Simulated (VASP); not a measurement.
A run of VASP 6.6.1 is set up as follows.

INCAR

```
SYSTEM = MnRh
PREC = Accurate ; ENCUT = 600
EDIFF = 1E-6 ; ISMEAR = 0
SIGMA = 0.1 ; LREAL = .FALSE.
LASPH = .TRUE. ; NELM = 150
ALGO = Normal ; ISIF = 3
LWAVE = .FALSE. ; LCHARG = .FALSE.
ISPIN = 2 ; MAGMOM = 3.81 0.6
LORBIT = 11 ; LMAXMIX = 4
GGA = CA ; IBRION = 2
NSW = 70 ; EDIFFG = -0.005
```

The input KPOINTS:

```
Automatic mesh
0
G
  14 14 14
  0 0 0
```

File POSCAR:

```
MnRh
1.0
    3.0326197503      0.0000000000      0.0000000000
    0.0000000000      3.0326197503      0.0000000000
    0.0000000000      0.0000000000      3.0326197503
Mn Rh
1 1
Direct
    0.0000000000      0.0000000000      0.0000000000
    0.5000000000      0.5000000000      0.5000000000
```

Potentials or basis: VASP PAW LDA potentials, release 64 (Mn_pv, Rh_pv).

Command:

```sh
$ cat potpaw_LDA.64/Mn_pv/POTCAR potpaw_LDA.64/Rh_pv/POTCAR > POTCAR
$ mpirun -np 1 vasp_std > vasp.out
```

Task: Predict the net moment.

Result: 3.93 μB per cell.

Task: Predict the relaxed cell.

Result: a = 2.953 Å, b = 2.953 Å, c = 2.953 Å, α = 90.00°, β = 90.00°, γ = 90.00°.

The path:
```csv
step,energy change (eV),largest force (eV/Å),pressure (GPa),volume (Å³)
1,0.0000,0.0000,-15.17,27.89
2,0.1760,0.0000,35.12,22.89
3,-0.1078,0.0000,-0.73,25.84
4,-0.1080,0.0000,-0.19,25.77
5,-0.1080,0.0000,0.19,25.73
6,-0.1080,0.0000,-0.16,25.78
7,-0.1080,0.0000,-0.03,25.75
```

LDA usually gives volumes a few per cent too small. Zero-point motion and thermal expansion aren't in these numbers.
